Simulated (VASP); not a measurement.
# MgO (Fm-3m) in VASP: a series of runs

MgO is run at these levels: PBE; tasks: single point.

Everything below comes from runs of VASP 6.6.1. Logs are shortened: lines on timing, memory, paths and dates and some standing lists are left out, and cuts for length are marked.

## 1. The cell of the first run

The structure is cubic, space group Fm-3m (No. 225). The conventional cell has a = 3.510 Å, b = 3.510 Å, c = 3.510 Å, α = 90.00°, β = 90.00°, γ = 90.00°. Within 2.3 Å of Mg (site symmetry m-3m) lie 6 O at 1.76 Å. O (site symmetry m-3m) has 6 Mg at 1.76 Å within 2.3 Å.

## 2. Single point, PBE

Contents of INCAR:

```
ALGO = Normal ; EDIFF = 1E-6
ENCUT = 600 ; GGA = PE
GGA_COMPAT = F ; ISIF = 2
ISMEAR = 0 ; LASPH = T
LCHARG = F ; LREAL = F
LWAVE = F ; NBANDS = 11
NELM = 120 ; PREC = Accurate
SIGMA = 0.1
```

Contents of KPOINTS:

```
k-points
0
Gamma
  8 8 8
```

Contents of POSCAR:

```
MgO
1.0
    0.0000000000      1.7552448645      1.7552448645
    1.7552448645      0.0000000000      1.7552448645
    1.7552448645      1.7552448645      0.0000000000
Mg O
1 1
Direct
    0.0000000000      0.0000000000      0.0000000000
    0.5000000000      0.5000000000      0.5000000000
```

Potentials or basis: VASP PAW PBE potentials, release 64 (Mg, O).

Launch:

```bash
$ cat potpaw_PBE.64/Mg/POTCAR potpaw_PBE.64/O/POTCAR > POTCAR
$ mpirun -np 1 vasp_std > vasp.out
```

OUTCAR:

```text
EDIFF = 1E-6
   ENCUT = 600
   GGA = PE
   ISIF = 2
   ISMEAR = 0
   LASPH = T
   LREAL = F
   NELM = 120
   PREC = Accurate

 ion  position               nearest neighbor table
   1  0.000  0.000  0.000-   2 1.76   2 1.76   2 1.76   2 1.76   2 1.76   2 1.76
   2  0.500  0.500  0.500-   1 1.76   1 1.76   1 1.76   1 1.76   1 1.76   1 1.76

  LATTYP: Found a face centered cubic cell.
 ALAT       =     3.5104897290

  Lattice vectors:

 A1 = (   0.0000000000,   1.7552448645,   1.7552448645)
 A2 = (   1.7552448645,   0.0000000000,   1.7552448645)
 A3 = (   1.7552448645,   1.7552448645,   0.0000000000)

Analysis of symmetry for initial positions (statically):
=====================================================================
 Subroutine PRICEL returns:
 Original cell was already a primitive cell.

 Routine SETGRP: Setting up the symmetry group for a
 face centered cubic supercell.

 Subroutine GETGRP returns: Found 48 space group operations
 (whereof 48 operations were pure point group operations)
 out of a pool of 48 trial point group operations.

The static configuration has the point symmetry O_h .

Analysis of symmetry for dynamics (positions and initial velocities):
=====================================================================
 Subroutine PRICEL returns:
 Original cell was already a primitive cell.

 Routine SETGRP: Setting up the symmetry group for a
 face centered cubic supercell.

 Subroutine GETGRP returns: Found 48 space group operations
 (whereof 48 operations were pure point group operations)
 out of a pool of 48 trial point group operations.

The dynamic configuration has the point symmetry O_h .

 Subroutine INISYM returns: Found 48 space group operations
 (whereof 48 operations are pure point group operations),
 and found     1 'primitive' translations

----------------------------------------------------------------------------------------

                                     Primitive cell

  volume of cell :      10.8154

  direct lattice vectors                    reciprocal lattice vectors
     0.000000000  1.755244865  1.755244865    -0.284860540  0.284860540  0.284860540
     1.755244865  0.000000000  1.755244865     0.284860540 -0.284860540  0.284860540
     1.755244865  1.755244865  0.000000000     0.284860540  0.284860540 -0.284860540

  length of vectors
     2.482291093  2.482291093  2.482291093     0.493392928  0.493392928  0.493392928

  position of ions in fractional coordinates (direct lattice)
     0.000000000  0.000000000  0.000000000
     0.500000000  0.500000000  0.500000000

  ion indices of the primitive-cell ions
   primitive index   ion index
                 1           1
                 2           2

----------------------------------------------------------------------------------------

 KPOINTS: k-points

Automatic generation of k-mesh.
 Grid dimensions read from file:
 generate k-points for:    8    8    8

 Generating k-lattice:

  Cartesian coordinates                     Fractional coordinates (reciprocal lattice)
    -0.035607568  0.035607568  0.035607568     0.125000000  0.000000000  0.000000000
     0.035607568 -0.035607568  0.035607568     0.000000000  0.125000000  0.000000000
     0.035607568  0.035607568 -0.035607568     0.000000000  0.000000000  0.125000000

  Length of vectors
     0.061674116  0.061674116  0.061674116

  Shift w.r.t. Gamma in fractional coordinates (k-lattice)
     0.000000000  0.000000000  0.000000000

 Subroutine IBZKPT returns following result:
 ===========================================

 Found     29 irreducible k-points:

 Following reciprocal coordinates:
            Coordinates               Weight
  0.000000  0.000000  0.000000      1.000000
  0.125000  0.000000  0.000000      8.000000
  0.250000  0.000000  0.000000      8.000000
  0.375000  0.000000  0.000000      8.000000
  0.500000  0.000000  0.000000      4.000000
  0.125000  0.125000  0.000000      6.000000
[... 16 lines left out ...]
  0.500000  0.250000  0.125000     48.000000
 -0.375000  0.250000  0.125000     24.000000
 [... further k-points ...]
   k-points           NKPTS =     29   k-points in BZ     NKDIM =     29   number of bands    NBANDS=     11
   number of dos      NEDOS =    301   number of ions     NIONS =      2
   total plane-waves  NPLWV =   8000
   dimension x,y,z NGX =    20 NGY =   20 NGZ =   20
   dimension x,y,z NGXF=    40 NGYF=   40 NGZF=   40
   ions per type =               1   1
   NGX,Y,Z   is equivalent  to a cutoff of  13.39, 13.39, 13.39 a.u.
   NGXF,Y,Z  is equivalent  to a cutoff of  26.79, 26.79, 26.79 a.u.
 SYSTEM =  unknown system
   PREC   = accura    normal or accurate (medium, high low for compatibility)
   ISTART =      0    job   : 0-new  1-cont  2-samecut
   ICHARG =      2    charge: 1-file 2-atom 10-const
   ISPIN  =      1    spin polarized calculation?
   LNONCOLLINEAR =      F non collinear calculations
   LSORBIT =      F    spin-orbit coupling
   LASPH  =      T    aspherical Exc in radial PAW
   ENCUT  =  600.0 eV  44.10 Ry    6.64 a.u.   4.96  4.96  4.96*2*pi/ulx,y,z
   NELM   =    120;   NELMIN=  2; NELMDL= -5     # of ELM steps
   EDIFF  = 0.1E-05   stopping-criterion for ELM
   LREAL  =      F    real-space projection
   EDIFFG = 0.1E-04   stopping-criterion for IOM
   NSW    =      0    number of steps for IOM
   IBRION =     -1    ionic relax: 0-MD 1-quasi-New 2-CG
   NFREE  =      0    steps in history (QN), initial steepest desc. (CG)
   ISIF   =      2    stress and relaxation
   ISYM   =      2    0-nonsym 1-usesym 2-fastsym
   POTIM  = 0.5000    time-step for ionic-motion
   TEBEG  =    0.0;   TEEND  =   0.0 temperature during run
   PSTRESS=    0.0 pullay stress
   NELECT =       8.0000    total number of electrons
   NUPDOWN=      -1.0000    fix difference up-down
   EMIN   =  10.00;   EMAX   =-10.00  energy-range for DOS
   EFERMI =   0.00;   METHOD = LEGACY
   ISMEAR =     0;   SIGMA  =   0.10  broadening in eV -4-tet -1-fermi 0-gaus
   EFERMI_NEDOS =   21; number of points for ismear=-14 and -15
   IALGO  =     38    algorithm
   IMIX   =      4    mixing-type and parameters
     AMIX     =   0.40;   BMIX     =  1.00
     AMIX_MAG =   1.60;   BMIX_MAG =  1.00
  volume/ion in A,a.u.               =       5.41        36.49
  Fermi-wavevector in a.u.,A,eV,Ry     =   1.480552  2.797838 29.824453  2.192035
  Thomas-Fermi vector in A             =   2.594572
   LORBIT       =      0    0 simple, 1 ext, 2 COOP (PROOUT), +10 PAW based schemes
   GGA     = PE    functional components
   LHFCALC =     F    Hartree Fock is set to
   AEXX    =    0.0000 exact exchange contribution
   IVDW    =     0    specifies the selected vdW correction
   LEPSILON=     F    determine dielectric tensor
   LRPA    =     F    only Hartree local field effects (RPA)
 non-spin polarized calculation
 Gauss-broadening in eV      SIGMA  =   0.10
  energy-cutoff  :      600.00
  volume of cell :       10.82
 maximum number of plane-waves:       371
   NGX =  9   NGY =  9   NGZ =  9

 number of electron       8.0000005 magnetization

 Free energy of the ion-electron system (eV)
  ---------------------------------------------------
  ext. energy  EPLUGINS =         0.00000000
  ---------------------------------------------------
  free energy    TOTEN  =        -7.36187471 eV

  energy without entropy =       -7.36187471  energy(sigma->0) =       -7.36187471

 E-fermi :   9.2391     XC(G=0): -13.9732

 val. band max:        8.7692005480   @ k =   0.0000   0.0000   0.0000
 cond. band min:      17.7809926810   @ k =   0.5000   0.5000   0.0000
 fundamental gap:      9.0117921330
 Fermi energy:         9.2391040961

 k-point     1 :       0.0000    0.0000    0.0000
  band No.  band energies     occupation
      1     -12.2658      2.00000
      2       8.7692      2.00000
      3       8.7692      2.00000
      4       8.7692      2.00000
      5      20.9332      0.00000
      6      27.4280      0.00000
      7      27.4280      0.00000
      8      27.4280      0.00000
      9      33.0752      0.00000
     10      35.6757      0.00000
     11      35.6757      0.00000

 k-point     2 :       0.1250    0.0000    0.0000
  band No.  band energies     occupation
      1     -11.8970      2.00000
      2       7.5226      2.00000
      3       8.4987      2.00000
      4       8.4987      2.00000
      5      21.6788      0.00000
      6      25.5766      0.00000
      7      28.1572      0.00000
      8      28.1573      0.00000
      9      35.5519      0.00000
     10      35.5519      0.00000
     11      36.8608      0.00000

 k-point     3 :       0.2500    0.0000    0.0000
  band No.  band energies     occupation
      1     -10.8927      2.00000
      2       4.8233      2.00000
      3       7.8931      2.00000
      4       7.8931      2.00000
      5      21.7187      0.00000
      6      25.5993      0.00000
      7      29.8474      0.00000
      8      29.8474      0.00000
      9      35.7815      0.00000
     10      35.7815      0.00000
     11      41.3348      0.00000

 k-point     4 :       0.3750    0.0000    0.0000
  band No.  band energies     occupation
      1      -9.6327      2.00000
      2       2.2177      2.00000
      3       7.3421      2.00000
      4       7.3421      2.00000
      5      20.9372      0.00000
      6      27.4156      0.00000
      7      31.1417      0.00000
      8      31.1417      0.00000
      9      37.4113      0.00000
     10      37.4113      0.00000
     11      40.7827      0.00000
[... 239 lines left out ...]
 k-point    22 :       0.3750    0.2500    0.1250
  band No.  band energies     occupation
      1     -10.1888      2.00000
      2       4.1465      2.00000
      3       6.6438      2.00000
      4       7.4098      2.00000
      5      22.1652      0.00000
      6      24.2968      0.00000
      7      30.9900      0.00000
      8      32.2146      0.00000
      9      33.6774      0.00000
     10      38.3093      0.00000
     11      45.5777      0.00000

 k-point    23 :       0.5000    0.2500    0.1250
  band No.  band energies     occupation
      1      -9.2072      2.00000
      2       2.7497      2.00000
      3       5.6069      2.00000
      4       6.9264      2.00000
      5      22.4781      0.00000
      6      25.3493      0.00000
      7      30.3206      0.00000
      8      33.5201      0.00000
      9      35.3019      0.00000
     10      39.3148      0.00000
     11      45.7609      0.00000

 k-point    24 :      -0.3750    0.2500    0.1250
  band No.  band energies     occupation
      1      -8.7297      2.00000
      2       2.0727      2.00000
      3       5.2413      2.00000
      4       6.7255      2.00000
      5      22.6927      0.00000
      6      25.7651      0.00000
      7      30.3154      0.00000
      8      33.5522      0.00000
      9      36.8789      0.00000
     10      39.1466      0.00000
     11      45.5900      0.00000

 [... further k-points ...]
[... 5 lines left out ...]
  --------------------------------------------------------------------------------------
  -------------------------------------------------------------------------------------
  Total       19.3861178     19.3861178     19.3861178     -0.0000000      0.0000000     -0.0000000
  in kB     2871.8271704   2871.8271704   2871.8271704     -0.0000000      0.0000000     -0.0000000
  external PRESSURE =    2871.8271704 kB  Pullay stress =       0.0000000 kB

 VOLUME and BASIS-vectors are now :
 -----------------------------------------------------------------------------
  energy-cutoff  :      600.00
  volume of cell :       10.82
      direct lattice vectors                 reciprocal lattice vectors
     0.000000000  1.755244865  1.755244865    -0.284860540  0.284860540  0.284860540
     1.755244865  0.000000000  1.755244865     0.284860540 -0.284860540  0.284860540
     1.755244865  1.755244865  0.000000000     0.284860540  0.284860540 -0.284860540

 POSITION                                       TOTAL-FORCE (eV/Angst)
 -----------------------------------------------------------------------------------
      0.00000      0.00000      0.00000        -0.000000     -0.000000      0.000000
      1.75524      1.75524      1.75524         0.000000      0.000000     -0.000000
 -----------------------------------------------------------------------------------
    total drift:                                0.000000      0.000000      0.000000

  FREE ENERGIE OF THE ION-ELECTRON SYSTEM (eV)
  ---------------------------------------------------
  free  energy   TOTEN  =        -7.3618747138 eV

  energy  without entropy=       -7.3618747138  energy(sigma->0) =       -7.36187471
```

Run time: 7.9 s. Hardware: 1 thread of Intel Xeon 8259CL, shared host; peak memory 0.12 GiB.

Results:

```
Free energy            : -7.3619 eV
Pressure               : 287.2 GPa
Band gap on the k mesh : 9.01 eV (least direct gap 11.25 eV)
```

Levels at points of the mesh, in eV from the valence-band top:
```csv
k point,band 1,band 2,band 3,band 4,band 5,band 6,band 7,band 8
"(0.00, 0.00, 0.00)",-21.04,0.00,0.00,0.00,12.16,18.66,18.66,18.66
"(0.50, 0.00, 0.00)",-17.75,-7.70,-1.64,-1.64,11.90,19.49,22.71,22.71
"(0.50, 0.50, 0.00)",-17.49,-6.73,-2.24,-2.24,9.01,17.53,20.16,29.17
```

Caveat: the cell stands under pressure.

## 3. Single point, PBE

Contents of INCAR:

```
ALGO = Normal
EDIFF = 1E-6
ENCUT = 600
GGA = PE
GGA_COMPAT = F
ISIF = 2
ISMEAR = 0
LASPH = T
LCHARG = F
LREAL = F
LWAVE = F
NBANDS = 11
NELM = 120
PREC = Accurate
SIGMA = 0.01
```

Contents of KPOINTS:

```
k-points
0
Gamma
  12 12 12
```

POSCAR is that of step 2.

Potentials or basis: VASP PAW PBE potentials, release 64 (Mg, O).

Launch:

```bash
$ cat potpaw_PBE.64/Mg/POTCAR potpaw_PBE.64/O/POTCAR > POTCAR
$ mpirun -np 1 vasp_std > vasp.out
```

It took 11 s on 1 thread of Intel Xeon 8259CL, shared host; peak memory 0.13 GiB.

It converged, with:

```yaml
Free_energy: -7.3619 eV
Pressure: 287.2 GPa
Band_gap_on_the_k_mesh: 9.01 eV (least direct gap 11.25 eV)
```

Levels at points of the mesh, in eV from the valence-band top:
```
           k point  band 1  band 2  band 3  band 4  band 5  band 6  band 7  band 8  band 9
(0.00, 0.00, 0.00)  -21.04    0.00    0.00    0.00   12.16   18.66   18.66   18.66   24.31
(0.50, 0.00, 0.00)  -17.75   -7.70   -1.64   -1.64   11.90   19.49   22.71   22.71   30.22
(0.50, 0.50, 0.00)  -17.49   -6.73   -2.24   -2.24    9.01   17.53   20.16   29.17   29.17
```

Caveat: the cell stands under pressure. A k mesh can miss the band edges.

(Continued in part 2 of 2.)
